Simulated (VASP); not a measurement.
Crystal: Zr2Pb2O3.

```
CELL_PARAMETERS angstrom
-2.84166 2.84166 4.19901
2.84166 -2.84166 4.19901
2.84166 2.84166 -4.19901
ATOMIC_POSITIONS crystal
Zr 0.30357 0.30357 0.00000
Zr 0.69643 0.69643 0.00000
Pb 0.50000 0.00000 0.50000
Pb 0.00000 0.50000 0.50000
O 0.75000 0.25000 0.50000
O 0.25000 0.75000 0.50000
O 0.00000 0.00000 0.00000
```

| Item | Value |
| --- | --- |
| Program | VASP 6.6.1 |
| Task | relaxation of cell and atoms |
| Functional | PBE |
| Potentials or basis | VASP PAW PBE potentials, release 64 (Zr_sv, Pb_d, O) |
| Cutoff | 600 eV |
| k mesh | 4 × 4 × 4 |
| Occupations | gaussian, width 0.2 eV |
| Spin | no spin polarisation |

At the start: pressure -2.2 GPa; volume 19.38 Å³/atom.

Q: How do energy, volume and symmetry change on relaxing?

A: Over 18 steps the energy falls by 752.5 meV/atom and the volume is 17.09 Å³/atom (-11.8 %); space group I4/mmm (No. 139, to 0.05 Å).

Step by step:
```csv
step,energy change (eV),largest force (eV/Å),pressure (GPa),volume (Å³)
1,0.0000,0.8640,-2.24,135.63
2,-2.9389,0.8892,-8.31,128.69
3,-4.2507,1.3558,-3.48,119.66
4,2.4275,2.6730,69.83,96.21
5,-4.3865,1.3890,-1.87,118.13
6,-3.9299,0.9455,18.70,107.78
7,-4.5100,1.4027,1.37,115.62
8,-4.4663,1.3393,8.52,111.76
9,-4.5298,1.3988,4.88,113.54
10,-4.7913,1.1294,-4.54,123.80
11,-4.7931,1.1495,-3.89,122.93
12,-5.0176,0.7847,-2.16,122.71
13,-5.0739,0.5039,-0.74,122.52
14,-5.1641,0.4207,-0.04,121.07
15,-5.2394,0.2297,1.90,117.54
16,-5.2405,0.1095,-2.15,121.30
17,-5.2550,0.1700,-0.26,119.41
18,-5.2673,0.0519,-0.06,119.65
```

Final structure:
```xyz
7
Lattice="-2.3164 2.3164 5.5749 2.3164 -2.3164 5.5749 2.3164 2.3164 -5.5749" Properties=species:S:1:pos:R:3 pbc="T T T"
Zr    2.3164    2.3164   -2.7777
Zr    0.0000    0.0000    8.3526
Pb    0.0000    2.3164    0.0000
Pb    2.3164    0.0000    0.0000
O     0.0000    2.3164    2.7874
O     2.3164    0.0000    2.7874
O     0.0000    0.0000    0.0000
```

Caveat: the k points lie up to 0.48 Å⁻¹ apart in the final cell; the relaxation stopped at a loose force limit of 0.08 eV/Å, so its end isn't a converged minimum.
